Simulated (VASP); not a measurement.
# Cu (I4/mmm) in VASP: a series of runs

Runs on Cu. Level: r2SCAN. Tasks: single point.

Everything below comes from runs of VASP 6.6.1. Logs are shortened: lines on timing, memory, paths and dates and some standing lists are left out, and cuts for length are marked.

## Step 1: The cell of the first run

Symmetry: I4/mmm, No. 139, tetragonal system. The conventional cell has a = 2.886 Å, b = 2.886 Å, c = 2.683 Å, α = 90.00°, β = 90.00°, γ = 90.00°. Within 3.2 Å of Cu (site symmetry 4/mmm) lie 14 Cu at 2.44 to 2.89 Å.

## Step 2: Single point, r2SCAN (strain +0.000 along x and y, -0.025 along z)

POSCAR reads:

```
Cu
1.0
   -1.4427933200      1.4427933200      1.3416794138
    1.4427933200     -1.4427933200      1.3416794138
    1.4427933200      1.4427933200     -1.3416794138
Cu
1
Direct
    0.0000000000      0.0000000000      0.0000000000
```

INCAR.step1 reads:

```
ALGO = Normal ; EDIFF = 1E-4
ENCUT = 520 ; GGA = PE
ISMEAR = 0 ; LASPH = T
LCHARG = F ; LREAL = F
LWAVE = T ; NBANDS = 12
NELM = 60 ; PREC = Accurate
SIGMA = 0.15
```

INCAR.step2 reads:

```
ALGO = Normal ; EDIFF = 1E-6
ENCUT = 520 ; ISIF = 2
ISMEAR = 0 ; ISTART = 1
LASPH = T ; LCHARG = T
LELF = T ; LMIXTAU = T
LREAL = F ; LVHAR = T
LWAVE = F ; METAGGA = R2SCAN
NBANDS = 12 ; NELM = 60
PREC = Accurate ; SIGMA = 0.15
```

KPOINTS reads:

```
k-points
0
Gamma
  24 24 24
```

Potentials or basis: VASP PAW PBE potentials, release 64 (Cu).

Command:

```sh
> cat potpaw_PBE.64/Cu/POTCAR > POTCAR
> cp INCAR.step1 INCAR
> mpirun -np 1 vasp_std > vasp.out
> cp INCAR.step2 INCAR
> mpirun -np 1 vasp_std > vasp.out
```

OUTCAR:

```text
EDIFF = 1E-6
   ENCUT = 520
   ISIF = 2
   ISMEAR = 0
   ISTART = 1
   LASPH = T
   LREAL = F
   METAGGA = R2SCAN
   NELM = 60
   PREC = Accurate

 ion  position               nearest neighbor table
   1  0.000  0.000  0.000-

  LATTYP: Found a body centered tetragonal cell.
 ALAT       =     2.8855866400
 C/A-ratio  =     0.9299179551

  Lattice vectors:

 A1 = (  -1.4427933200,   1.4427933200,   1.3416794138)
 A2 = (   1.4427933200,  -1.4427933200,   1.3416794138)
 A3 = (   1.4427933200,   1.4427933200,  -1.3416794138)

Analysis of symmetry for initial positions (statically):
=====================================================================
 Subroutine PRICEL returns:
 Original cell was already a primitive cell.

 Routine SETGRP: Setting up the symmetry group for a
 body centered tetragonal supercell.

 Subroutine GETGRP returns: Found 16 space group operations
 (whereof 16 operations were pure point group operations)
 out of a pool of 16 trial point group operations.

The static configuration has the point symmetry D_4h.

Analysis of symmetry for dynamics (positions and initial velocities):
=====================================================================
 Subroutine PRICEL returns:
 Original cell was already a primitive cell.

 Routine SETGRP: Setting up the symmetry group for a
 body centered tetragonal supercell.

 Subroutine GETGRP returns: Found 16 space group operations
 (whereof 16 operations were pure point group operations)
 out of a pool of 16 trial point group operations.

The dynamic configuration has the point symmetry D_4h.

 Subroutine INISYM returns: Found 16 space group operations
 (whereof 16 operations are pure point group operations),
 and found     1 'primitive' translations

----------------------------------------------------------------------------------------

                                     Primitive cell

  volume of cell :      11.1716

  direct lattice vectors                    reciprocal lattice vectors
    -1.442793320  1.442793320  1.341679414     0.000000000  0.346549983  0.372667267
     1.442793320 -1.442793320  1.341679414     0.346549983  0.000000000  0.372667267
     1.442793320  1.442793320 -1.341679414     0.346549983  0.346549983  0.000000000

  length of vectors
     2.442009168  2.442009168  2.442009168     0.508898597  0.508898597  0.490095685

  position of ions in fractional coordinates (direct lattice)
     0.000000000  0.000000000  0.000000000

  ion indices of the primitive-cell ions
   primitive index   ion index
                 1           1

----------------------------------------------------------------------------------------

 KPOINTS: k-points

Automatic generation of k-mesh.
 Grid dimensions read from file:
 generate k-points for:   24   24   24

 Generating k-lattice:

  Cartesian coordinates                     Fractional coordinates (reciprocal lattice)
     0.000000000  0.014439583  0.015527803     0.041666667 -0.000000000  0.000000000
     0.014439583  0.000000000  0.015527803    -0.000000000  0.041666667  0.000000000
     0.014439583  0.014439583  0.000000000     0.000000000  0.000000000  0.041666667

  Length of vectors
     0.021204108  0.021204108  0.020420654

  Shift w.r.t. Gamma in fractional coordinates (k-lattice)
     0.000000000  0.000000000  0.000000000

 Subroutine IBZKPT returns following result:
 ===========================================

 Found   1063 irreducible k-points:

 Following reciprocal coordinates:
            Coordinates               Weight
  0.000000  0.000000  0.000000      1.000000
  0.041667  0.000000 -0.000000      8.000000
  0.083333  0.000000 -0.000000      8.000000
  0.125000  0.000000  0.000000      8.000000
  0.166667  0.000000  0.000000      8.000000
  0.208333 -0.000000  0.000000      8.000000
[... 16 lines left out ...]
  0.416667  0.041667  0.000000     16.000000
  0.458333  0.041667 -0.000000     16.000000
 [... further k-points ...]
   k-points           NKPTS =   1063   k-points in BZ     NKDIM =   1063   number of bands    NBANDS=     12
   number of dos      NEDOS =    301   number of ions     NIONS =      1
   total plane-waves  NPLWV =   5832
   dimension x,y,z NGX =    18 NGY =   18 NGZ =   18
   dimension x,y,z NGXF=    36 NGYF=   36 NGZF=   36
   ions per type =               1
   NGX,Y,Z   is equivalent  to a cutoff of  12.25, 12.25, 12.25 a.u.
   NGXF,Y,Z  is equivalent  to a cutoff of  24.51, 24.51, 24.51 a.u.
 SYSTEM =  unknown system
   PREC   = accura    normal or accurate (medium, high low for compatibility)
   ISTART =      1    job   : 0-new  1-cont  2-samecut
   ICHARG =      0    charge: 1-file 2-atom 10-const
   ISPIN  =      1    spin polarized calculation?
   LNONCOLLINEAR =      F non collinear calculations
   LSORBIT =      F    spin-orbit coupling
   LASPH  =      T    aspherical Exc in radial PAW
   ENCUT  =  520.0 eV  38.22 Ry    6.18 a.u.   4.54  4.54  4.54*2*pi/ulx,y,z
   NELM   =     60;   NELMIN=  2; NELMDL=  0     # of ELM steps
   EDIFF  = 0.1E-05   stopping-criterion for ELM
   LREAL  =      F    real-space projection
   EDIFFG = 0.1E-04   stopping-criterion for IOM
   NSW    =      0    number of steps for IOM
   IBRION =     -1    ionic relax: 0-MD 1-quasi-New 2-CG
   NFREE  =      0    steps in history (QN), initial steepest desc. (CG)
   ISIF   =      2    stress and relaxation
   ISYM   =      2    0-nonsym 1-usesym 2-fastsym
   POTIM  = 0.5000    time-step for ionic-motion
   TEBEG  =    0.0;   TEEND  =   0.0 temperature during run
   PSTRESS=    0.0 pullay stress
   NELECT =      11.0000    total number of electrons
   NUPDOWN=      -1.0000    fix difference up-down
   EMIN   =  10.00;   EMAX   =-10.00  energy-range for DOS
   EFERMI =   0.00;   METHOD = LEGACY
   ISMEAR =     0;   SIGMA  =   0.15  broadening in eV -4-tet -1-fermi 0-gaus
   EFERMI_NEDOS =   21; number of points for ismear=-14 and -15
   IALGO  =     38    algorithm
   IMIX   =      4    mixing-type and parameters
     AMIX     =   0.40;   BMIX     =  1.00
     AMIX_MAG =   1.60;   BMIX_MAG =  1.00
  volume/ion in A,a.u.               =      11.17        75.39
  Fermi-wavevector in a.u.,A,eV,Ry     =   1.628671  3.077742 36.090401  2.652570
  Thomas-Fermi vector in A             =   2.721263
   LORBIT       =      0    0 simple, 1 ext, 2 COOP (PROOUT), +10 PAW based schemes
   METAGGA = R2SCAN    functional components
   LHFCALC =     F    Hartree Fock is set to
   AEXX    =    0.0000 exact exchange contribution
   IVDW    =     0    specifies the selected vdW correction
   LEPSILON=     F    determine dielectric tensor
   LRPA    =     F    only Hartree local field effects (RPA)
 non-spin polarized calculation
 Gauss-broadening in eV      SIGMA  =   0.15
  energy-cutoff  :      520.00
  volume of cell :       11.17
 maximum number of plane-waves:       314
   NGX =  9   NGY =  9   NGZ =  9

 number of electron      11.0000012 magnetization

 Free energy of the ion-electron system (eV)
  ---------------------------------------------------
  ext. energy  EPLUGINS =         0.00000000
  ---------------------------------------------------
  free energy    TOTEN  =       -10.78555930 eV

  energy without entropy =      -10.78134952  energy(sigma->0) =      -10.78345441

 E-fermi :   8.1096     XC(G=0): -14.1256

 val. band max:        8.1043806231   @ k =   0.5000   0.2500   0.0833
 cond. band min:       8.1108270958   @ k =  -0.0833   0.5000   0.0417
 fundamental gap:      0.0064464726
 Fermi energy:         8.1095950250

 k-point     1 :       0.0000    0.0000    0.0000
  band No.  band energies     occupation
      1      -2.0109      2.00000
      2       4.5058      2.00000
      3       4.8219      2.00000
      4       4.8220      2.00000
      5       5.6031      2.00000
      6       5.9351      2.00000
      7      33.8580      0.00000
      8      33.8580      0.00000
      9      36.0251      0.00000
     10      38.3723      0.00000
     11      38.4262      0.00000
     12      39.0200      0.00000

 k-point     2 :       0.0417    0.0000   -0.0000
  band No.  band energies     occupation
      1      -1.9363      2.00000
      2       4.5141      2.00000
      3       4.8192      2.00000
      4       4.8268      2.00000
      5       5.6051      2.00000
      6       5.9233      2.00000
      7      33.4977      0.00000
      8      33.6528      0.00000
      9      35.3500      0.00000
     10      37.6257      0.00000
     11      38.0032      0.00000
     12      38.2883      0.00000

 k-point     3 :       0.0833    0.0000   -0.0000
  band No.  band energies     occupation
      1      -1.7141      2.00000
      2       4.5204      2.00000
      3       4.8084      2.00000
      4       4.8594      2.00000
      5       5.6120      2.00000
      6       5.8918      2.00000
      7      32.3432      0.00000
      8      33.1478      0.00000
      9      33.8498      0.00000
     10      36.2540      0.00000
     11      37.1667      0.00000
     12      37.9891      0.00000
[... 286 lines left out ...]
 k-point    23 :       0.4167    0.0417    0.0000
  band No.  band energies     occupation
      1       2.5687      2.00000
      2       3.8212      2.00000
      3       5.6864      2.00000
      4       6.0163      2.00000
      5       6.3329      2.00000
      6       7.1837      2.00000
      7      14.4313      0.00000
      8      25.8837      0.00000
      9      26.6453      0.00000
     10      30.9251      0.00000
     11      34.2245      0.00000
     12      42.7096      0.00000

 k-point    24 :       0.4583    0.0417   -0.0000
  band No.  band energies     occupation
      1       2.6140      2.00000
      2       3.7940      2.00000
      3       5.7247      2.00000
      4       6.0324      2.00000
      5       6.4664      2.00000
      6       7.7461      1.99939
      7      13.4565      0.00000
      8      25.6473      0.00000
      9      26.4577      0.00000
     10      30.8734      0.00000
     11      34.2291      0.00000
     12      43.3500      0.00000

 [... further k-points ...]

------------------------ aborting loop because EDIFF is reached ----------------------------------------

  FORCE on cell =-STRESS in cart. coord.  units (eV):
  Direction    XX          YY          ZZ          XY          YZ          ZX
  --------------------------------------------------------------------------------------
  -------------------------------------------------------------------------------------
  Total        0.3657388      0.3657388      0.4100334      0.0000000     -0.0000000      0.0000000
  in kB       52.4523145     52.4523145     58.8047997      0.0000000     -0.0000000      0.0000000
  external PRESSURE =      54.5698096 kB  Pullay stress =       0.0000000 kB

 VOLUME and BASIS-vectors are now :
 -----------------------------------------------------------------------------
  energy-cutoff  :      520.00
  volume of cell :       11.17
      direct lattice vectors                 reciprocal lattice vectors
    -1.442793320  1.442793320  1.341679414     0.000000000  0.346549983  0.372667267
     1.442793320 -1.442793320  1.341679414     0.346549983  0.000000000  0.372667267
     1.442793320  1.442793320 -1.341679414     0.346549983  0.346549983  0.000000000

 POSITION                                       TOTAL-FORCE (eV/Angst)
 -----------------------------------------------------------------------------------
      0.00000      0.00000      0.00000        -0.000000     -0.000000      0.000000
 -----------------------------------------------------------------------------------
    total drift:                                0.000000     -0.000000      0.000000

  FREE ENERGIE OF THE ION-ELECTRON SYSTEM (eV)
  ---------------------------------------------------
  free  energy   TOTEN  =       -10.7855593016 eV

  energy  without entropy=      -10.7813495190  energy(sigma->0) =      -10.78345441
```

Wall time 4 min (1 thread of AMD EPYC 9R45 (Zen 5), shared host); peak memory 0.21 GiB.

Results:

```
Free energy            : -10.7856 eV
Pressure               : 5.5 GPa
Band gap on the k mesh : zero (an odd number of electrons rules out a gap without spin polarisation)
```

Levels at points of the mesh, in eV from the Fermi level:
| k point | band 4 | band 5 | band 6 | band 7 | band 8 | band 9 |
| --- | --- | --- | --- | --- | --- | --- |
| (0.00, 0.00, 0.00) | -3.29 | -2.51 | -2.17 | 25.75 | 25.75 | 27.92 |
| (0.50, 0.00, 0.00) | -2.03 | -1.49 | -0.54 | 5.21 | 18.13 | 18.49 |
| (0.50, 0.50, 0.00) | -2.28 | -1.53 | -1.15 | 4.35 | 20.11 | 20.83 |
| (0.50, 0.50, 0.50) | -1.70 | -1.61 | 7.95 | 7.95 | 11.00 | 13.64 |

Caveat: the cell differs from its parent crystal (strain +0.000 along x and y, -0.025 along z); the cell stands under pressure; the PAW data sets were made with another functional, which shifts forces and pressure a little.

## Step 3: Single point, r2SCAN (strain -0.025 along x and y, +0.050 along z)

POSCAR reads:

```
Cu
1.0
   -1.4067234870      1.4067234870      1.4448855225
    1.4067234870     -1.4067234870      1.4448855225
    1.4067234870      1.4067234870     -1.4448855225
Cu
1
Direct
    0.0000000000      0.0000000000      0.0000000000
```

INCAR.step1 reads:

```
SYSTEM = Cu
PREC = Accurate
ENCUT = 520
ISMEAR = 0
SIGMA = 0.15
LREAL = .FALSE.
LASPH = .TRUE.
NELM = 80
NBANDS = 12
GGA = PE
ALGO = Normal
EDIFF = 1E-4
LWAVE = .TRUE.
LCHARG = .FALSE.
```

INCAR.step2 reads:

```
SYSTEM = Cu
PREC = Accurate
ENCUT = 520
EDIFF = 1E-6
ISMEAR = 0
SIGMA = 0.15
LREAL = .FALSE.
LASPH = .TRUE.
NELM = 80
ALGO = Normal
ISIF = 2
LWAVE = .FALSE.
LCHARG = .TRUE.
METAGGA = R2SCAN
LMIXTAU = .TRUE.
LELF = .TRUE.
LVHAR = .TRUE.
NBANDS = 12
ISTART = 1
```

KPOINTS reads:

```
Automatic mesh
0
G
  24 24 24
  0 0 0
```

Potentials or basis: VASP PAW PBE potentials, release 64 (Cu).

Command:

```sh
> cat potpaw_PBE.64/Cu/POTCAR > POTCAR
> cp INCAR.step1 INCAR
> mpirun -np 1 vasp_std > vasp.out
> cp INCAR.step2 INCAR
> mpirun -np 1 vasp_std > vasp.out
```

It took 3.2 min on 1 thread of Intel Xeon 6975P-C (Granite Rapids), shared host; peak memory 0.24 GiB.

The run converged. Its results:

| Property | Result |
| --- | --- |
| Free energy | -10.7915 eV |
| Pressure | 1.2 GPa |
| Band gap on the k mesh | zero (an odd number of electrons rules out a gap without spin polarisation) |

Stress tensor (GPa, compression positive):
```
1.12 0.00 0.00
0.00 1.12 0.00
0.00 0.00 1.51
```

Levels at points of the mesh, in eV from the Fermi level:
| k point | band 3 | band 4 | band 5 | band 6 | band 7 | band 8 | band 9 | band 10 |
| --- | --- | --- | --- | --- | --- | --- | --- | --- |
| (0.00, 0.00, 0.00) | -3.35 | -3.25 | -2.32 | -2.21 | 25.95 | 26.55 | 26.55 | 30.15 |
| (0.50, 0.00, 0.00) | -2.35 | -2.14 | -1.48 | -0.77 | 4.67 | 18.78 | 19.17 | 22.78 |
| (0.50, 0.50, 0.00) | -2.22 | -2.11 | -1.46 | -0.55 | 4.97 | 18.08 | 18.35 | 22.09 |
| (0.50, 0.50, 0.50) | -1.67 | -1.64 | -1.64 | 8.11 | 9.17 | 9.17 | 13.87 | 14.50 |

Caveat: the cell differs from its parent crystal (strain -0.025 along x and y, +0.050 along z); the PAW data sets were made with another functional, which shifts forces and pressure a little.

## Step 4: Single point, r2SCAN (strain +0.000 along x and y, +0.025 along z)

POSCAR reads:

```
Cu
1.0
   -1.4427933200      1.4427933200      1.4104834862
    1.4427933200     -1.4427933200      1.4104834862
    1.4427933200      1.4427933200     -1.4104834862
Cu
1
Direct
    0.0000000000      0.0000000000      0.0000000000
```

INCAR.step1 reads:

```
PREC = Accurate
ENCUT = 520
ISMEAR = 0
SIGMA = 0.15
LREAL = F
LASPH = T
NELM = 100
NBANDS = 12
GGA = PE
ALGO = Normal
EDIFF = 1E-4
LWAVE = T
LCHARG = F
```

INCAR.step2 reads:

```
PREC = Accurate
ENCUT = 520
EDIFF = 1E-6
ISMEAR = 0
SIGMA = 0.15
LREAL = F
LASPH = T
NELM = 100
ALGO = Normal
ISIF = 2
LWAVE = F
LCHARG = F
METAGGA = R2SCAN
LMIXTAU = T
NBANDS = 12
ISTART = 1
```

KPOINTS reads:

```
Automatic mesh
0
Gamma
  24 24 24
```

Command:

```sh
> cat potpaw_PBE.64/Cu/POTCAR > POTCAR
> cp INCAR.step1 INCAR
> mpirun -np 1 vasp_std > vasp.out
> cp INCAR.step2 INCAR
> mpirun -np 1 vasp_std > vasp.out
```

Run time: 3.2 min. Hardware: 1 thread of Intel Xeon 6975P-C (Granite Rapids), shared host; peak memory 0.25 GiB.

Results (log left out):

```yaml
Free_energy: -10.7901 eV
Pressure: -2.8 GPa
Band_gap_on_the_k_mesh: zero (an odd number of electrons rules out a gap without spin polarisation)
```

Stress tensor (GPa, compression positive):
```
-2.74  0.00  0.00
 0.00 -2.74  0.00
 0.00  0.00 -2.86
```

Levels at points of the mesh, in eV from the Fermi level:
| k point | band 3 | band 4 | band 5 | band 6 | band 7 | band 8 | band 9 | band 10 |
| --- | --- | --- | --- | --- | --- | --- | --- | --- |
| (0.00, 0.00, 0.00) | -3.20 | -3.20 | -2.26 | -2.17 | 25.90 | 25.90 | 26.48 | 29.81 |
| (0.50, 0.00, 0.00) | -2.23 | -2.07 | -1.44 | -0.56 | 4.71 | 18.12 | 18.32 | 22.02 |
| (0.50, 0.50, 0.00) | -2.31 | -2.13 | -1.46 | -0.74 | 4.45 | 18.72 | 19.01 | 22.60 |
| (0.50, 0.50, 0.50) | -1.63 | -1.63 | -1.60 | 8.39 | 8.39 | 9.29 | 13.78 | 14.18 |

Caveat: the cell differs from its parent crystal (strain +0.000 along x and y, +0.025 along z); the PAW data sets were made with another functional, which shifts forces and pressure a little.

## Step 5: Summary

```csv
cell,gap on the mesh (eV),pressure (GPa)
"a = 2.442 Å, angles 107.6, 107.6, 113.3°, 1 atom",none,5.5
"a = 2.459 Å, angles 110.2, 110.2, 108.0°, 1 atom",none,1.2
"a = 2.480 Å, angles 108.9, 108.9, 110.7°, 1 atom",none,-2.8
```

Alike in all rows: task single point; level r2SCAN; potentials or basis VASP PAW PBE potentials, release 64 (Cu); no spin polarisation; k mesh 24 × 24 × 24; cutoff (eV) 520; smearing gaussian 0.15 eV.

Caveats: the PAW data sets were made with another functional, which shifts forces and pressure a little; the cell stands under pressure (at least some runs).

Absolute energies hang on the potentials; compare differences alone.
